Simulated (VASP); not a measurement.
# CdS (Hawleyite) (F-43m) in VASP: notebook, part 2 of 2

VASP 6.6.1. The steps go on from the part before.

### Step 3. Single point, PBE

This run uses another cell than the first one, of 22.70 Å³/atom, 1.091 times its volume.

INCAR

```
SYSTEM = CdS
ALGO     = Normal         ! electronic algorithm
EDIFF    = 1E-6           ! SCF threshold, eV
ENCUT    = 520            ! plane-wave cutoff, eV
GGA      = PE             ! functional
ISIF     = 2              ! what is computed and relaxed
ISMEAR   = 0              ! smearing method
LASPH    = .TRUE.         ! aspherical terms in the spheres
LCHARG   = .TRUE.         ! write CHGCAR
LELF     = .TRUE.         ! ELF
LREAL    = .FALSE.        ! projectors in reciprocal space
LVHAR    = .TRUE.       
LWAVE    = .FALSE.        ! write WAVECAR
NBANDS   = 16             ! bands
NELM     = 100            ! most SCF steps
PREC     = Accurate       ! precision mode
SIGMA    = 0.01           ! smearing width, eV
```

KPOINTS

```
k-points
0
G
  6 6 6
  0 0 0
```

POSCAR

```
CdS
1.0
    0.0000000000      2.8314645655      2.8314645655
    2.8314645655      0.0000000000      2.8314645655
    2.8314645655      2.8314645655      0.0000000000
Cd S
1 1
Direct
    0.0000000000      0.0000000000      0.0000000000
    0.2500000000      0.2500000000      0.2500000000
```

Potentials or basis: VASP PAW PBE potentials, release 64 (Cd, S).

Launch:

```console
$ cat potpaw_PBE.64/Cd/POTCAR potpaw_PBE.64/S/POTCAR > POTCAR
$ mpirun -np 1 vasp_std > vasp.out
```

OUTCAR:

```text
SYSTEM = CdS
   EDIFF = 1E-6
   ENCUT = 520
   GGA = PE
   ISIF = 2
   ISMEAR = 0
   LASPH = .TRUE.
   LREAL = .FALSE.
   NELM = 100
   PREC = Accurate

 ion  position               nearest neighbor table
   1  0.000  0.000  0.000-   2 2.45   2 2.45   2 2.45   2 2.45
   2  0.250  0.250  0.250-   1 2.45   1 2.45   1 2.45   1 2.45

  LATTYP: Found a face centered cubic cell.
 ALAT       =     5.6629291310

  Lattice vectors:

 A1 = (   0.0000000000,   2.8314645655,   2.8314645655)
 A2 = (   2.8314645655,   0.0000000000,   2.8314645655)
 A3 = (   2.8314645655,   2.8314645655,   0.0000000000)

Analysis of symmetry for initial positions (statically):
=====================================================================
 Subroutine PRICEL returns:
 Original cell was already a primitive cell.

 Routine SETGRP: Setting up the symmetry group for a
 face centered cubic supercell.

 Subroutine GETGRP returns: Found 24 space group operations
 (whereof 24 operations were pure point group operations)
 out of a pool of 48 trial point group operations.

The static configuration has the point symmetry T_d .

Analysis of symmetry for dynamics (positions and initial velocities):
=====================================================================
 Subroutine PRICEL returns:
 Original cell was already a primitive cell.

 Routine SETGRP: Setting up the symmetry group for a
 face centered cubic supercell.

 Subroutine GETGRP returns: Found 24 space group operations
 (whereof 24 operations were pure point group operations)
 out of a pool of 48 trial point group operations.

The dynamic configuration has the point symmetry T_d .

 Subroutine INISYM returns: Found 24 space group operations
 (whereof 24 operations are pure point group operations),
 and found     1 'primitive' translations

----------------------------------------------------------------------------------------

[... 102 lines left out ...]
     AMIX     =   0.40;   BMIX     =  1.00
     AMIX_MAG =   1.60;   BMIX_MAG =  1.00
  volume/ion in A,a.u.               =      22.70       153.19
  Fermi-wavevector in a.u.,A,eV,Ry     =   1.202665  2.272707 19.679497  1.446402
  Thomas-Fermi vector in A             =   2.338440
   LORBIT       =      0    0 simple, 1 ext, 2 COOP (PROOUT), +10 PAW based schemes
   GGA     = PE    functional components
   LHFCALC =     F    Hartree Fock is set to
   AEXX    =    0.0000 exact exchange contribution
   IVDW    =     0    specifies the selected vdW correction
   LEPSILON=     F    determine dielectric tensor
   LRPA    =     F    only Hartree local field effects (RPA)
 non-spin polarized calculation
 Gauss-broadening in eV      SIGMA  =   0.01
  energy-cutoff  :      520.00
  volume of cell :       45.40
 maximum number of plane-waves:      1243
 NGX is ok and might be reduce to    30
   NGX = 15   NGY = 15   NGZ = 15

 number of electron      17.9999995 magnetization

 Free energy of the ion-electron system (eV)
  ---------------------------------------------------
  ext. energy  EPLUGINS =         0.00000000
  ---------------------------------------------------
  free energy    TOTEN  =        -5.94511659 eV

  energy without entropy =       -5.94511659  energy(sigma->0) =       -5.94511659

 E-fermi :   2.1777     XC(G=0):  -9.5722

 val. band max:        2.1293343729   @ k =   0.0000   0.0000   0.0000
 cond. band min:       3.4662465678   @ k =   0.0000   0.0000   0.0000
 fundamental gap:      1.3369121948
 Fermi energy:         2.1776936194

 k-point     1 :       0.0000    0.0000    0.0000
  band No.  band energies     occupation
      1     -10.8330      2.00000
      2      -5.9789      2.00000
      3      -5.9789      2.00000
      4      -5.9789      2.00000
      5      -5.3667      2.00000
      6      -5.3667      2.00000
[... 281 lines left out ...]
      3      -5.6297      2.00000
      4      -5.4703      2.00000
      5      -5.3147      2.00000
      6      -4.6373      2.00000
[... 8 lines left out ...]
     15      15.5923      0.00000
     16      15.7683      0.00000

------------------------ aborting loop because EDIFF is reached ----------------------------------------

  FORCE on cell =-STRESS in cart. coord.  units (eV):
  Direction    XX          YY          ZZ          XY          YZ          ZX
  --------------------------------------------------------------------------------------
  -------------------------------------------------------------------------------------
  Total        2.9782582      2.9782582      2.9782582      0.0000000      0.0000000      0.0000000
  in kB      105.1016518    105.1016518    105.1016518      0.0000000      0.0000000      0.0000000
  external PRESSURE =     105.1016518 kB  Pullay stress =       0.0000000 kB

 VOLUME and BASIS-vectors are now :
 -----------------------------------------------------------------------------
  energy-cutoff  :      520.00
  volume of cell :       45.40
      direct lattice vectors                 reciprocal lattice vectors
     0.000000000  2.831464566  2.831464566    -0.176587059  0.176587059  0.176587059
     2.831464566  0.000000000  2.831464566     0.176587059 -0.176587059  0.176587059
     2.831464566  2.831464566  0.000000000     0.176587059  0.176587059 -0.176587059

 POSITION                                       TOTAL-FORCE (eV/Angst)
 -----------------------------------------------------------------------------------
      0.00000      0.00000      0.00000        -0.000000     -0.000000     -0.000000
      1.41573      1.41573      1.41573         0.000000      0.000000      0.000000
 -----------------------------------------------------------------------------------
    total drift:                               -0.000001     -0.000001     -0.000001

  FREE ENERGIE OF THE ION-ELECTRON SYSTEM (eV)
  ---------------------------------------------------
  free  energy   TOTEN  =        -5.9451165879 eV

  energy  without entropy=       -5.9451165879  energy(sigma->0) =       -5.94511659
```

OSZICAR:

```text
N       E                     dE             d eps       ncg     rms          rms(c)
DAV:   1     0.102383603889E+03    0.10238E+03   -0.91324E+03   544   0.104E+03
DAV:   2    -0.268877753876E+01   -0.10507E+03   -0.99162E+02   632   0.255E+02
DAV:   3    -0.646402476268E+01   -0.37752E+01   -0.37696E+01   648   0.488E+01
DAV:   4    -0.648633608363E+01   -0.22311E-01   -0.22310E-01   656   0.374E+00
DAV:   5    -0.648662488307E+01   -0.28880E-03   -0.28879E-03   592   0.403E-01    0.992E+00
DAV:   6    -0.596815355401E+01    0.51847E+00   -0.80028E-01   784   0.123E+01    0.766E+00
DAV:   7    -0.594485365502E+01    0.23300E-01   -0.22908E-01   624   0.333E+00    0.347E+00
DAV:   8    -0.594510095048E+01   -0.24730E-03   -0.23207E-02   656   0.202E+00    0.398E-01
DAV:   9    -0.594497088807E+01    0.13006E-03   -0.26265E-03   576   0.824E-01    0.709E-02
DAV:  10    -0.594505475284E+01   -0.83865E-04   -0.25045E-04   640   0.192E-01    0.549E-02
DAV:  11    -0.594511701229E+01   -0.62259E-04   -0.84826E-05   584   0.805E-02    0.168E-02
DAV:  12    -0.594511583145E+01    0.11808E-05   -0.23249E-05   680   0.676E-02    0.894E-03
DAV:  13    -0.594511658791E+01   -0.75646E-06   -0.34089E-06   632   0.200E-02
   1 F= -.59451166E+01 E0= -.59451166E+01  d E =-.546468E-14
```

stdout:

```text
POSCAR found type information on POSCAR CdS
 POSCAR found :  2 types and       2 ions
 scaLAPACK will be used
 LDA part: xc-table for (Slater+PW92), standard interpolation
 POSCAR, INCAR and KPOINTS ok, starting setup
 FFT: planning ... GRIDC
 FFT: planning ... GRID_SOFT
 FFT: planning ... GRID
 WAVECAR not read
 entering main loop
```

Wall time 22 s (1 thread of AMD EPYC 7R13 (Zen 3), shared host); peak memory 0.12 GiB.

Results:

| Quantity | Value |
| --- | --- |
| Free energy | -5.9451 eV |
| Pressure | 10.5 GPa |
| Band gap on the k mesh | 1.34 eV, direct |

### Step 4. Single point, PBE

This run uses another cell than the first one, of 24.07 Å³/atom, 1.157 times its volume.

INCAR

```
SYSTEM = CdS
PREC = Accurate
ENCUT = 520
EDIFF = 1E-6
ISMEAR = 0
SIGMA = 0.01
LREAL = .False.
LASPH = .True.
NELM = 80
ALGO = Normal
ISIF = 2
LWAVE = .False.
LCHARG = .False.
GGA = PE
NBANDS = 16
```

KPOINTS

```
regular mesh
0
Gamma
  6 6 6
  0 0 0
```

POSCAR

```
CdS
1.0
    0.0000000000      2.8873477813      2.8873477813
    2.8873477813      0.0000000000      2.8873477813
    2.8873477813      2.8873477813      0.0000000000
Cd S
1 1
Direct
    0.0000000000      0.0000000000      0.0000000000
    0.2500000000      0.2500000000      0.2500000000
```

Potentials or basis: VASP PAW PBE potentials, release 64 (Cd, S).

Launch:

```console
$ cat potpaw_PBE.64/Cd/POTCAR potpaw_PBE.64/S/POTCAR > POTCAR
$ mpirun -np 1 vasp_std > vasp.out
```

OUTCAR:

```text
SYSTEM = CdS
   PREC = Accurate
   ENCUT = 520
   EDIFF = 1E-6
   ISMEAR = 0
   LREAL = .False.
   LASPH = .True.
   NELM = 80
   ISIF = 2
   GGA = PE

 ion  position               nearest neighbor table
   1  0.000  0.000  0.000-   2 2.50   2 2.50   2 2.50   2 2.50
   2  0.250  0.250  0.250-   1 2.50   1 2.50   1 2.50   1 2.50

  LATTYP: Found a face centered cubic cell.
 ALAT       =     5.7746955626

  Lattice vectors:

 A1 = (   0.0000000000,   2.8873477813,   2.8873477813)
[... 478 lines left out ...]

------------------------ aborting loop because EDIFF is reached ----------------------------------------

  FORCE on cell =-STRESS in cart. coord.  units (eV):
  Direction    XX          YY          ZZ          XY          YZ          ZX
  --------------------------------------------------------------------------------------
  -------------------------------------------------------------------------------------
  Total        1.6217629      1.6217629      1.6217629      0.0000000      0.0000000     -0.0000000
  in kB       53.9722649     53.9722649     53.9722649      0.0000000      0.0000000     -0.0000000
  external PRESSURE =      53.9722649 kB  Pullay stress =       0.0000000 kB

 VOLUME and BASIS-vectors are now :
 -----------------------------------------------------------------------------
  energy-cutoff  :      520.00
  volume of cell :       48.14
      direct lattice vectors                 reciprocal lattice vectors
     0.000000000  2.887347781  2.887347781    -0.173169302  0.173169302  0.173169302
     2.887347781  0.000000000  2.887347781     0.173169302 -0.173169302  0.173169302
     2.887347781  2.887347781  0.000000000     0.173169302  0.173169302 -0.173169302

 POSITION                                       TOTAL-FORCE (eV/Angst)
 -----------------------------------------------------------------------------------
      0.00000      0.00000      0.00000        -0.000000     -0.000000     -0.000000
      1.44367      1.44367      1.44367         0.000000      0.000000      0.000000
 -----------------------------------------------------------------------------------
    total drift:                               -0.000001     -0.000001     -0.000001

  FREE ENERGIE OF THE ION-ELECTRON SYSTEM (eV)
  ---------------------------------------------------
  free  energy   TOTEN  =        -6.0795362225 eV

  energy  without entropy=       -6.0795362225  energy(sigma->0) =       -6.07953622
```

OSZICAR:

```text
N       E                     dE             d eps       ncg     rms          rms(c)
DAV:   1     0.103410511634E+03    0.10341E+03   -0.93225E+03   536   0.104E+03
DAV:   2    -0.283817275410E+01   -0.10625E+03   -0.10136E+03   632   0.251E+02
DAV:   3    -0.659763353939E+01   -0.37595E+01   -0.37531E+01   624   0.489E+01
DAV:   4    -0.662147263526E+01   -0.23839E-01   -0.23837E-01   632   0.383E+00
DAV:   5    -0.662179009993E+01   -0.31746E-03   -0.31746E-03   624   0.411E-01    0.868E+00
DAV:   6    -0.609988312969E+01    0.52191E+00   -0.82360E-01   760   0.118E+01    0.687E+00
DAV:   7    -0.607910632211E+01    0.20777E-01   -0.20829E-01   656   0.313E+00    0.327E+00
DAV:   8    -0.607944679259E+01   -0.34047E-03   -0.19760E-02   592   0.181E+00    0.341E-01
DAV:   9    -0.607935402279E+01    0.92770E-04   -0.22558E-03   616   0.728E-01    0.617E-02
DAV:  10    -0.607946540480E+01   -0.11138E-03   -0.24440E-04   592   0.167E-01    0.629E-02
DAV:  11    -0.607954154851E+01   -0.76144E-04   -0.11228E-04   632   0.888E-02    0.184E-02
DAV:  12    -0.607953525788E+01    0.62906E-05   -0.25076E-05   672   0.682E-02    0.100E-02
DAV:  13    -0.607953641648E+01   -0.11586E-05   -0.40136E-06   600   0.138E-02    0.117E-02
DAV:  14    -0.607953622250E+01    0.19398E-06   -0.22821E-07   456   0.286E-03
   1 F= -.60795362E+01 E0= -.60795362E+01  d E =-.467615E-13
```

stdout:

```text
POSCAR found type information on POSCAR CdS
 POSCAR found :  2 types and       2 ions
 scaLAPACK will be used
 LDA part: xc-table for (Slater+PW92), standard interpolation
 POSCAR, INCAR and KPOINTS ok, starting setup
 FFT: planning ... GRIDC
 FFT: planning ... GRID_SOFT
 FFT: planning ... GRID
 WAVECAR not read
 entering main loop
```

Run time: 20 s. Hardware: 1 thread of AMD EPYC 7R13 (Zen 3), shared host; peak memory 0.13 GiB.

What came out:

```
Free energy            : -6.0795 eV
Pressure               : 5.4 GPa
Band gap on the k mesh : 1.21 eV, direct
```

### Step 5. Single point, PBE

This run uses another cell than the first one, of 26.02 Å³/atom, 1.251 times its volume.

INCAR

```
SYSTEM = CdS
PREC = Accurate ; ENCUT = 520
EDIFF = 1E-6 ; ISMEAR = 0
SIGMA = 0.01 ; LREAL = .False.
LASPH = .True. ; NELM = 60
ALGO = Normal ; ISIF = 2
LWAVE = .False. ; LCHARG = .False.
GGA = PE ; NBANDS = 16
```

KPOINTS

```
Automatic mesh
0
Gamma
  6 6 6
  0 0 0
```

POSCAR

```
CdS
1.0
    0.0000000000      2.9633082568      2.9633082568
    2.9633082568      0.0000000000      2.9633082568
    2.9633082568      2.9633082568      0.0000000000
Cd S
1 1
Direct
    0.0000000000      0.0000000000      0.0000000000
    0.2500000000      0.2500000000      0.2500000000
```

Launch:

```console
$ cat potpaw_PBE.64/Cd/POTCAR potpaw_PBE.64/S/POTCAR > POTCAR
$ mpirun -np 1 vasp_std > vasp.out
```

Run time: 22 s. Hardware: 1 thread of AMD EPYC 7R13 (Zen 3), shared host; peak memory 0.13 GiB.

Results (log left out):

| Quantity | Value |
| --- | --- |
| Free energy | -6.1451 eV |
| Pressure | 0.3 GPa |
| Band gap on the k mesh | 1.04 eV, direct |

Levels at points of the mesh, in eV from the valence-band top:
| k point | band 5 | band 6 | band 7 | band 8 | band 9 | band 10 | band 11 | band 12 | band 13 | band 14 |
| --- | --- | --- | --- | --- | --- | --- | --- | --- | --- | --- |
| (0.00, 0.00, 0.00) | -7.15 | -7.15 | 0.00 | 0.00 | 0.00 | 1.04 | 6.55 | 6.55 | 6.55 | 11.17 |
| (0.50, 0.00, 0.00) | -7.12 | -6.81 | -4.12 | -0.69 | -0.69 | 2.94 | 7.00 | 7.00 | 7.33 | 10.94 |
| (0.50, 0.50, 0.00) | -7.08 | -6.75 | -3.75 | -1.72 | -1.72 | 3.63 | 4.28 | 9.04 | 10.49 | 10.49 |

### Step 6. Relaxation of cell and atoms, PBE

This run uses another cell than the first one, of 24.81 Å³/atom, 1.193 times its volume.

INCAR

```
SYSTEM = CdS
PREC = Accurate
ENCUT = 600
EDIFF = 1E-6
ISMEAR = 0
SIGMA = 0.01
LREAL = .False.
LASPH = .True.
NELM = 80
ALGO = Normal
ISIF = 3
LWAVE = .False.
LCHARG = .False.
GGA = PE
IBRION = 2
NSW = 80
EDIFFG = -0.01
```

KPOINTS

```
regular mesh
0
Gamma
  6 6 6
  0 0 0
```

POSCAR

```
CdS
1.0
    0.0000000000      2.9165000000      2.9165000000
    2.9165000000      0.0000000000      2.9165000000
    2.9165000000      2.9165000000      0.0000000000
Cd S
1 1
Direct
    0.0000000000      0.0000000000      0.0000000000
    0.2500000000      0.2500000000      0.2500000000
```

Potentials or basis: VASP PAW PBE potentials, release 64 (Cd, S).

Launch:

```console
$ cat potpaw_PBE.64/Cd/POTCAR potpaw_PBE.64/S/POTCAR > POTCAR
$ mpirun -np 1 vasp_std > vasp.out
```

Wall time 58 s (1 thread of AMD EPYC 7R13 (Zen 3), shared host); peak memory 0.16 GiB.

Results (log left out):

```
Free energy                            : -6.1444 eV
Relaxed volume                         : 26.15 Å³/atom
Relaxed cell                           : a = 4.198 Å, b = 4.198 Å, c = 4.198 Å, α = 60.00°, β = 60.00°, γ = 60.00°
Space group after relaxing (to 0.05 Å) : F-43m (No. 216)
Energy gained by relaxing              : 12.7 meV/atom
Ionic steps                            : 3
Pressure after relaxing                : 0.0 GPa
Band gap on the k mesh                 : 1.03 eV, direct
```

The path:
```csv
step,energy change (eV),largest force (eV/Å),pressure (GPa),volume (Å³)
1,0.0000,0.0000,3.19,49.62
2,-0.0227,0.0000,-0.91,53.24
3,-0.0254,0.0000,0.03,52.30
```

Final structure:
```xyz
2
Lattice="0.0000 2.9681 2.9681 2.9681 0.0000 2.9681 2.9681 2.9681 0.0000" Properties=species:S:1:pos:R:3 pbc="T T T"
Cd    0.0000    0.0000    0.0000
S     1.4841    1.4841    1.4841
```

Levels at points of the mesh, in eV from the valence-band top:
| k point | band 6 | band 7 | band 8 | band 9 | band 10 | band 11 | band 12 | band 13 |
| --- | --- | --- | --- | --- | --- | --- | --- | --- |
| (0.00, 0.00, 0.00) | -7.14 | 0.00 | 0.00 | 0.00 | 1.03 | 6.55 | 6.55 | 6.55 |
| (0.50, 0.00, 0.00) | -6.81 | -4.09 | -0.68 | -0.68 | 2.93 | 7.00 | 7.00 | 7.31 |
| (0.50, 0.50, 0.00) | -6.75 | -3.73 | -1.70 | -1.70 | 3.64 | 4.27 | 9.02 | 10.46 |

### Step 7. The runs side by side

| task | cell | cutoff (eV) | gap on the mesh (eV) | pressure (GPa) |
| --- | --- | --- | --- | --- |
| single point | a = 3.889 Å, angles 60.0°, 2 atoms | 520 | 1.51 | 20.8 |
| single point | a = 4.004 Å, angles 60.0°, 2 atoms | 520 | 1.34 | 10.5 |
| single point | a = 4.083 Å, angles 60.0°, 2 atoms | 520 | 1.21 | 5.4 |
| single point | a = 4.191 Å, angles 60.0°, 2 atoms | 520 | 1.04 | 0.3 |
| relaxation of cell and atoms | relaxed from a = 4.125 Å, angles 60.0°, 2 atoms | 600 | 1.03 | 0.0 |

Alike in all rows: level PBE; potentials or basis VASP PAW PBE potentials, release 64 (Cd, S); no spin polarisation; k mesh 6 × 6 × 6; smearing gaussian 0.01 eV.

Total energies depend on the potentials used, so only differences within one code and one set of settings carry meaning.
